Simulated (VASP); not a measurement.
A run of VASP 6.6.1 is set up as follows.

File INCAR:

```
SYSTEM = Ag
ALGO = Normal
EDIFF = 1E-6
ENCUT = 520
GGA = PE
ISIF = 2
ISMEAR = 0
KPAR = 4
LASPH = .TRUE.
LCHARG = .FALSE.
LREAL = Auto
LWAVE = .FALSE.
NBANDS = 162
NELM = 100
PREC = Accurate
SIGMA = 0.1
```

File KPOINTS:

```
k-points
0
G
  6 6 6
  0 0 0
```

File POSCAR:

```
Ag
1.0
    0.0000000000      6.2212473400     -6.2212473400
    6.2212473400      6.2212473400      0.0000000000
    6.2212473400      0.0000000000     -6.2212473400
Ag
26
Direct
    0.6666666667      0.3299570244      0.6666666667
    0.6666666667      0.6700429756      0.6666666667
    0.3367096423      1.0000000000      0.6666666667
    0.3367096423      0.3299570244      0.6666666667
    0.3334163118      0.6667496451      0.6664177313
   -0.0033763089      0.0000000000      0.6666666667
   -0.0000829785      0.3332503549      0.6669156020
   -0.0033763089      0.6700429756      0.6666666667
    0.6666666667      1.0000000000      0.3367096423
    0.6666666667      0.3299570244      0.3367096423
    0.6664177313      0.6667496451      0.3334163118
    0.3334163118     -0.0002489354      0.3334163118
    0.3339387975      0.3327278691      0.3339387975
    0.3334163118      0.6667496451      0.3334163118
   -0.0033763089      0.0000000000      0.3367096423
   -0.0006054642      0.3327278691      0.3339387975
   -0.0006054642      0.6672721309      0.3339387975
    0.6666666667      0.0000000000     -0.0033763089
    0.6669156020      0.3332503549     -0.0000829785
    0.6666666667      0.6700429756     -0.0033763089
    0.3367096423      0.0000000000     -0.0033763089
    0.3339387975      0.3327278691     -0.0006054642
    0.3339387975      0.6672721309     -0.0006054642
   -0.0000829785      0.0002489354     -0.0000829785
   -0.0000829785      0.3332503549     -0.0000829785
   -0.0006054642      0.6672721309     -0.0006054642
```

Potentials or basis: VASP PAW PBE potentials, release 64 (Ag).

Launch:

```bash
$ cat potpaw_PBE.64/Ag/POTCAR > POTCAR
$ mpirun -np 4 vasp_std > vasp.out
```

(1) Estimate the pressure.

(2) What does it give for the band gap on the k mesh?

Results:

(1) -1.0 GPa.

(2) zero (bands 143 and 144 overlap by 2.44 eV).

Caveat: the cell differs from its parent crystal (atoms taken out, then relaxed in part).
